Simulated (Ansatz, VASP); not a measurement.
Two plane-wave programs on Ta2N

Contents of INCAR:

```
SYSTEM = Ta2N
  PREC = Accurate
  ENCUT = 520
  EDIFF = 1E-7
  ISMEAR = 0
  SIGMA = 0.15
  LREAL = .FALSE.
  LASPH = .TRUE.
  NELM = 100
  ALGO = Normal
  ISIF = 2
  LWAVE = .FALSE.
  LCHARG = .FALSE.
  GGA = CA
  NBANDS = 50
```

Contents of KPOINTS:

```
regular mesh
0
G
  9 9 8
  0 0 0
```

Contents of POSCAR:

```
Ta2N
1.0
    5.2288597096      0.0000000000      0.0000000000
   -2.6144298548      4.5283253413      0.0000000000
    0.0000000000      0.0000000000      4.8835331142
Ta N
6 3
Direct
    0.6191173904      0.6191173904      0.7526041962
    0.0000000000      0.3808826096      0.7526041962
    0.3808826096      0.0000000000      0.7526041962
    0.3808826096      0.3808826096      0.2473958038
    0.0000000000      0.6191173904      0.2473958038
    0.6191173904      0.0000000000      0.2473958038
    0.6666666667      0.3333333333      0.5000000000
    0.3333333333      0.6666666667      0.5000000000
    0.0000000000      0.0000000000      0.0000000000
```

Input for Ansatz:

```yaml
crystal:
  lattice:
    - [5.2288597096, 0.0, 0.0]
    - [-2.6144298548, 4.5283253413, 0.0]
    - [0.0, 0.0, 4.8835331142]
  atoms:
    - { symbol: Ta, position: [0.6191173904, 0.6191173904, 0.7526041962] }
    - { symbol: Ta, position: [0.0, 0.3808826096, 0.7526041962] }
    - { symbol: Ta, position: [0.3808826096, 0.0, 0.7526041962] }
    - { symbol: Ta, position: [0.3808826096, 0.3808826096, 0.2473958038] }
    - { symbol: Ta, position: [0.0, 0.6191173904, 0.2473958038] }
    - { symbol: Ta, position: [0.6191173904, 0.0, 0.2473958038] }
    - { symbol: "N", position: [0.6666666667, 0.3333333333, 0.5] }
    - { symbol: "N", position: [0.3333333333, 0.6666666667, 0.5] }
    - { symbol: "N", position: [0.0, 0.0, 0.0] }
basis:
  ecutwfc: 520.0
kpoints:
  mp_grid: { grid: [9, 9, 8] }
hamiltonian:
  xc: lda
  pseudopotentials: { kind: paw, azcp: { folder: soft_1 } }
scf:
  occupations: { method: gaussian, width: 0.15 }
output:
  forces: true
  stress: true
  eigenvalues: true
  write_density: true
  write_potential: true
  elf: true
  volumetric_format: npy
```

Alike in both runs: task single point; functional LDA; k mesh 9 × 9 × 8; occupations gaussian, width 0.15 eV; no spin polarisation.

```csv
,VASP,Ansatz
version,VASP 6.6.1,Ansatz 0.2.0
potentials or method,"VASP PAW LDA potentials, release 64 (Ta_pv, N), cutoff 520 eV","scalar-relativistic, plane waves, PAW"
valence electrons in the cell,81,93
```

|  | VASP | Ansatz | Ansatz less VASP |
| --- | --- | --- | --- |
| gap on the k mesh at the Fermi level (eV) | none | none | - |
| pressure (GPa) | 18.7 | 17.0 | -1.73 |
| traceless stress, the component that is largest in VASP (GPa) | -0.74 | -0.77 | -0.032 |
| rms of the force components (eV/Å) | 3.066 | 3.039 | -0.0267 |

Ansatz warns that its potentials were made for another functional, while VASP's fit it. LDA's correlation is that of Perdew and Zunger in VASP and of Perdew and Wang (1992) in Ansatz. Atom by atom the forces differ by 0.031 eV/Å (rms over components). A gap of «none» marks a metal or a gap that the smearing closes. VASP's potentials hold 81 valence electrons a cell and Ansatz's 93, so a difference there can come from the potentials and not from the codes.

Neither program's run includes spin-orbit coupling.
